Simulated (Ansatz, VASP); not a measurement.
## Au: VASP beside Ansatz

```
Au
1.0
    -1.65727    1.65727    1.65727
     1.65727   -1.65727    1.65727
     1.65727    1.65727   -1.65727
Au
1
Direct
  0.00000 0.00000 0.00000
```

Alike in both runs: functional BLYP; k mesh 11 × 11 × 11; occupations fermi-dirac, width 0.05 eV; no spin polarisation.

|  | VASP | Ansatz |
| --- | --- | --- |
| version | VASP 6.6.1 | Ansatz 0.2.0 |
| potentials or method | VASP PAW PBE potentials, release 64 (Au_sv_GW) | Ansatz PAW |
| plane-wave cutoff (eV) | 540 | 420 |
| valence electrons in the cell | 19 | 19 |
| task | single point | band structure |

|  | VASP | Ansatz | Ansatz less VASP |
| --- | --- | --- | --- |
| gap on the k mesh at the Fermi level (eV) | none | none | - |
| pressure (GPa) | 9.2 | 9.1 | -0.08 |

VASP's potentials were made for PBE, not for BLYP. A gap of «none» marks a metal or a gap that the smearing closes. With one functional, cell and mesh, what is left measures potentials, basis and numerics.

Spin-orbit coupling is off throughout.
